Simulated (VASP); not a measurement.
# Cs (Fm-3m) in VASP: single point with HSE06

Aim: the single point of Cs with HSE06.

Everything below comes from runs of VASP 6.6.1. Logs are shortened: lines on timing, memory, paths and dates and some standing lists are left out, and cuts for length are marked.

## Step 1: The cell of the first run

The structure is cubic, space group Fm-3m (No. 225). Conventional cell: a = 5.638 Å, b = 5.638 Å, c = 5.638 Å, α = 90.00°, β = 90.00°, γ = 90.00°. Cs (site symmetry m-3m) has 12 Cs at 3.99 Å within 5.2 Å.

This isn't the form of Cs at room conditions, which is bcc.

## Step 2: Single point, HSE06

Contents of POSCAR:

```
Cs
1.0
    0.0000000000      2.8189630000      2.8189630000
    2.8189630000      0.0000000000      2.8189630000
    2.8189630000      2.8189630000      0.0000000000
Cs
1
Direct
    0.0000000000      0.0000000000      0.0000000000
```

Contents of INCAR.step1:

```
PREC     = Accurate       # precision mode
ENCUT    = 400            # plane-wave cutoff, eV
EDIFF    = 1E-5           # SCF threshold, eV
ISMEAR   = 0              # smearing method
SIGMA    = 0.1421         # smearing width, eV
LREAL    = F              # projectors in reciprocal space
LASPH    = T              # aspherical terms in the spheres
NELM     = 120            # most SCF steps
ALGO     = Normal         # electronic algorithm
ISIF     = 2              # what is computed and relaxed
LWAVE    = T              # write WAVECAR
LCHARG   = F              # write CHGCAR
GGA      = PE             # functional
NBANDS   = 10             # bands
GGA_COMPAT= F
```

Contents of INCAR.step2:

```
PREC     = Accurate       # precision mode
ENCUT    = 400            # plane-wave cutoff, eV
EDIFF    = 1E-6           # SCF threshold, eV
ISMEAR   = 0              # smearing method
SIGMA    = 0.1421         # smearing width, eV
LREAL    = F              # projectors in reciprocal space
LASPH    = T              # aspherical terms in the spheres
NELM     = 120            # most SCF steps
ALGO     = Normal         # electronic algorithm
ISIF     = 2              # what is computed and relaxed
LWAVE    = F              # write WAVECAR
LCHARG   = F              # write CHGCAR
GGA      = PE             # functional
LHFCALC  = T              # exact exchange
HFSCREEN = 0.2079         # screening, 1/A
PRECFOCK = Normal       
ISTART   = 1            
NBANDS   = 10             # bands
GGA_COMPAT= F
```

Contents of KPOINTS:

```
regular mesh
0
Gamma
  3 3 3
```

Potentials or basis: VASP PAW PBE potentials, release 64 (Cs_sv).

On the command line:

```console
cat potpaw_PBE.64/Cs_sv/POTCAR > POTCAR
cp INCAR.step1 INCAR
mpirun -np 1 vasp_std > vasp.out
cp INCAR.step2 INCAR
mpirun -np 1 vasp_std > vasp.out
```

OUTCAR:

```text
PREC = Accurate
   ENCUT = 400
   EDIFF = 1E-6
   ISMEAR = 0
   LREAL = F
   LASPH = T
   NELM = 120
   ISIF = 2
   GGA = PE
   LHFCALC = T
   HFSCREEN = 0.2079
   PRECFOCK = Normal
   ISTART = 1

 ion  position               nearest neighbor table
   1  0.000  0.000  0.000-

  LATTYP: Found a face centered cubic cell.
 ALAT       =     5.6379260000

  Lattice vectors:

 A1 = (   0.0000000000,   2.8189630000,   2.8189630000)
 A2 = (   2.8189630000,   0.0000000000,   2.8189630000)
 A3 = (   2.8189630000,   2.8189630000,   0.0000000000)

Analysis of symmetry for initial positions (statically):
=====================================================================
 Subroutine PRICEL returns:
 Original cell was already a primitive cell.

 Routine SETGRP: Setting up the symmetry group for a
 face centered cubic supercell.

 Subroutine GETGRP returns: Found 48 space group operations
 (whereof 48 operations were pure point group operations)
 out of a pool of 48 trial point group operations.

The static configuration has the point symmetry O_h .

Analysis of symmetry for dynamics (positions and initial velocities):
=====================================================================
 Subroutine PRICEL returns:
 Original cell was already a primitive cell.

 Routine SETGRP: Setting up the symmetry group for a
 face centered cubic supercell.

 Subroutine GETGRP returns: Found 48 space group operations
 (whereof 48 operations were pure point group operations)
 out of a pool of 48 trial point group operations.

The dynamic configuration has the point symmetry O_h .

 Subroutine INISYM returns: Found 48 space group operations
 (whereof 48 operations are pure point group operations),
 and found     1 'primitive' translations

----------------------------------------------------------------------------------------

                                     Primitive cell

  volume of cell :      44.8021

  direct lattice vectors                    reciprocal lattice vectors
     0.000000000  2.818963000  2.818963000    -0.177370189  0.177370189  0.177370189
     2.818963000  0.000000000  2.818963000     0.177370189 -0.177370189  0.177370189
     2.818963000  2.818963000  0.000000000     0.177370189  0.177370189 -0.177370189

  length of vectors
     3.986615706  3.986615706  3.986615706     0.307214179  0.307214179  0.307214179

  position of ions in fractional coordinates (direct lattice)
     0.000000000  0.000000000  0.000000000

  ion indices of the primitive-cell ions
   primitive index   ion index
                 1           1

----------------------------------------------------------------------------------------

 KPOINTS: regular mesh

Automatic generation of k-mesh.
 Grid dimensions read from file:
 generate k-points for:    3    3    3

 Generating k-lattice:

  Cartesian coordinates                     Fractional coordinates (reciprocal lattice)
    -0.059123396  0.059123396  0.059123396     0.333333333  0.000000000  0.000000000
     0.059123396 -0.059123396  0.059123396     0.000000000  0.333333333  0.000000000
     0.059123396  0.059123396 -0.059123396     0.000000000  0.000000000  0.333333333

  Length of vectors
     0.102404726  0.102404726  0.102404726

  Shift w.r.t. Gamma in fractional coordinates (k-lattice)
     0.000000000  0.000000000  0.000000000

 Subroutine IBZKPT returns following result:
 ===========================================

 Found      4 irreducible k-points:

 Following reciprocal coordinates:
            Coordinates               Weight
  0.000000  0.000000  0.000000      1.000000
  0.333333  0.000000  0.000000      8.000000
  0.333333  0.333333  0.000000      6.000000
 -0.333333  0.333333  0.000000     12.000000
   k-points           NKPTS =      4   k-points in BZ     NKDIM =     27   number of bands    NBANDS=     10
   number of dos      NEDOS =    301   number of ions     NIONS =      1
   total plane-waves  NPLWV =  21952
   dimension x,y,z NGX =    28 NGY =   28 NGZ =   28
   dimension x,y,z NGXF=    56 NGYF=   56 NGZF=   56
   ions per type =               1
   NGX,Y,Z   is equivalent  to a cutoff of  11.68, 11.68, 11.68 a.u.
   NGXF,Y,Z  is equivalent  to a cutoff of  23.35, 23.35, 23.35 a.u.
 SYSTEM =  unknown system
   PREC   = accura    normal or accurate (medium, high low for compatibility)
   ISTART =      1    job   : 0-new  1-cont  2-samecut
   ICHARG =      0    charge: 1-file 2-atom 10-const
   ISPIN  =      1    spin polarized calculation?
   LNONCOLLINEAR =      F non collinear calculations
   LSORBIT =      F    spin-orbit coupling
   LASPH  =      T    aspherical Exc in radial PAW
   ENCUT  =  400.0 eV  29.40 Ry    5.42 a.u.   6.50  6.50  6.50*2*pi/ulx,y,z
   NELM   =    120;   NELMIN=  2; NELMDL=  0     # of ELM steps
   EDIFF  = 0.1E-05   stopping-criterion for ELM
   LREAL  =      F    real-space projection
   EDIFFG = 0.1E-04   stopping-criterion for IOM
   NSW    =      0    number of steps for IOM
   IBRION =     -1    ionic relax: 0-MD 1-quasi-New 2-CG
   NFREE  =      0    steps in history (QN), initial steepest desc. (CG)
   ISIF   =      2    stress and relaxation
   ISYM   =      3    0-nonsym 1-usesym 2-fastsym
   POTIM  = 0.5000    time-step for ionic-motion
   TEBEG  =    0.0;   TEEND  =   0.0 temperature during run
   PSTRESS=    0.0 pullay stress
   NELECT =       9.0000    total number of electrons
   NUPDOWN=      -1.0000    fix difference up-down
   EMIN   =  10.00;   EMAX   =-10.00  energy-range for DOS
   EFERMI =   0.00;   METHOD = LEGACY
   ISMEAR =     0;   SIGMA  =   0.14  broadening in eV -4-tet -1-fermi 0-gaus
   EFERMI_NEDOS =   21; number of points for ismear=-14 and -15
   IALGO  =     38    algorithm
   IMIX   =      1    mixing-type and parameters
     AMIX     =   0.40;   BMIX     =  1.00
     AMIX_MAG =   1.60;   BMIX_MAG =  1.00
  volume/ion in A,a.u.               =      44.80       302.34
  Fermi-wavevector in a.u.,A,eV,Ry     =   0.958789  1.811848 12.507509  0.919276
  Thomas-Fermi vector in A             =   2.087927
   LORBIT       =      0    0 simple, 1 ext, 2 COOP (PROOUT), +10 PAW based schemes
   GGA     = PE    functional components
   LHFCALC =     T    Hartree Fock is set to
   PRECFOCK=normal    Normal, Fast or Accurate (Low or Medium for compatibility)
   ENCUT4O =  -1.0   cutoff for four orbital integrals eV
   NKREDX  =     1    reduce k-point grid by
   NKREDY  =     1    reduce k-point grid by
   NKREDZ  =     1    reduce k-point grid by
   AEXX    =    0.2500 exact exchange contribution
   HFSCREEN=    0.2079 screening length (either q_TF or 0.3 A-1)
   HFSCREENC=   0.2079 screening length for correlation (either q_TF or 0.3 A-1)
   ENCUTFOCK=  -1.0 apply spherical cutoff to Coloumb kernel
   IVDW    =     0    specifies the selected vdW correction
   LEPSILON=     F    determine dielectric tensor
   LRPA    =     F    only Hartree local field effects (RPA)
 non-spin polarized calculation
 Gauss-broadening in eV      SIGMA  =   0.14
  energy-cutoff  :      400.00
  volume of cell :       44.80
 maximum number of plane-waves:       869
 NGX is ok and might be reduce to    28
  NGX = 20; NGY = 20; NGZ = 20

 number of electron       8.9999999 magnetization

 Free energy of the ion-electron system (eV)
  ---------------------------------------------------
  ext. energy  EPLUGINS =         0.00000000
  ---------------------------------------------------
  free energy    TOTEN  =        -0.10992690 eV

  energy without entropy =       -0.09070230  energy(sigma->0) =       -0.10031460

 E-fermi :   3.9191     XC(G=0):  -7.1173

 val. band max:        3.7958153636   @ k =   0.3333   0.3333   0.0000
 cond. band min:       4.5838450605   @ k =  -0.3333   0.3333   0.0000
 fundamental gap:      0.7880296969
 Fermi energy:         3.9191496452

 k-point     1 :       0.0000    0.0000    0.0000
  band No.  band energies     occupation
      1     -22.0341      2.00000
      2      -6.7087      2.00000
      3      -6.7087      2.00000
      4      -6.7087      2.00000
      5       1.9677      2.00000
      6       7.5164      0.00000
      7       7.5164      0.00000
      8       7.5164      0.00000
      9      10.3120      0.00000
     10      10.3121      0.00000

 k-point     2 :       0.3333    0.0000    0.0000
  band No.  band energies     occupation
      1     -21.7844      2.00000
      2      -8.4174      2.00000
      3      -6.9061      2.00000
      4      -6.9061      2.00000
      5       3.7933      1.78974
      6       7.0839      0.00000
      7       7.4756      0.00000
      8       7.4756      0.00000
      9      10.8041      0.00000
     10      10.8041      0.00000

 k-point     3 :       0.3333    0.3333    0.0000
  band No.  band energies     occupation
      1     -21.7029      2.00000
      2      -8.2962      2.00000
      3      -7.2864      2.00000
      4      -7.2864      2.00000
      5       3.7958      1.78035
      6       4.8190      0.00000
      7       8.1015      0.00000
      8      10.2769      0.00000
      9      10.2769      0.00000
     10      11.8497      0.00000

 k-point     4 :      -0.3333    0.3333    0.0000
  band No.  band energies     occupation
      1     -21.6127      2.00000
      2      -8.2201      2.00000
      3      -8.1727      2.00000
      4      -7.1963      2.00000
      5       4.5838      0.00000
      6       6.0154      0.00000
      7       7.3911      0.00000
      8       9.0613      0.00000
      9      11.0927      0.00000
     10      11.3934      0.00000

------------------------ aborting loop because EDIFF is reached ----------------------------------------

  FORCE on cell =-STRESS in cart. coord.  units (eV):
  Direction    XX          YY          ZZ          XY          YZ          ZX
  --------------------------------------------------------------------------------------
  -------------------------------------------------------------------------------------
  Total        1.8821090      1.8821090      1.8821090      0.0000000      0.0000000      0.0000000
  in kB       67.3065364     67.3065364     67.3065364      0.0000000      0.0000000      0.0000000
  external PRESSURE =      67.3065364 kB  Pullay stress =       0.0000000 kB

 VOLUME and BASIS-vectors are now :
 -----------------------------------------------------------------------------
  energy-cutoff  :      400.00
  volume of cell :       44.80
      direct lattice vectors                 reciprocal lattice vectors
     0.000000000  2.818963000  2.818963000    -0.177370189  0.177370189  0.177370189
     2.818963000  0.000000000  2.818963000     0.177370189 -0.177370189  0.177370189
     2.818963000  2.818963000  0.000000000     0.177370189  0.177370189 -0.177370189

 POSITION                                       TOTAL-FORCE (eV/Angst)
 -----------------------------------------------------------------------------------
      0.00000      0.00000      0.00000         0.000000      0.000000      0.000000
 -----------------------------------------------------------------------------------
    total drift:                               -0.000000      0.000000     -0.000000

  FREE ENERGIE OF THE ION-ELECTRON SYSTEM (eV)
  ---------------------------------------------------
  free  energy   TOTEN  =        -0.1099268977 eV

  energy  without entropy=       -0.0907022962  energy(sigma->0) =       -0.10031460
```

It took 25 s on 1 thread of AMD EPYC 7R43 (Zen 3), shared host; peak memory 0.21 GiB.

Results:

- Free energy: -0.1099 eV
- Pressure: 6.7 GPa
- Band gap on the k mesh: zero (an odd number of electrons rules out a gap without spin polarisation)

Levels at points of the mesh, in eV from the Fermi level:
```tsv
k point	band 1	band 2	band 3	band 4	band 5	band 6	band 7	band 8	band 9	band 10
(0.00, 0.00, 0.00)	-25.95	-10.63	-10.63	-10.63	-1.95	3.60	3.60	3.60	6.39	6.39
```

Caveat: the k points lie up to 0.64 Å⁻¹ apart, too coarse for converged energies and pressures of a metal; the PAW data sets were made with another functional, which shifts forces and pressure a little; spin-orbit coupling is left out, which moves the levels of the heavy elements.
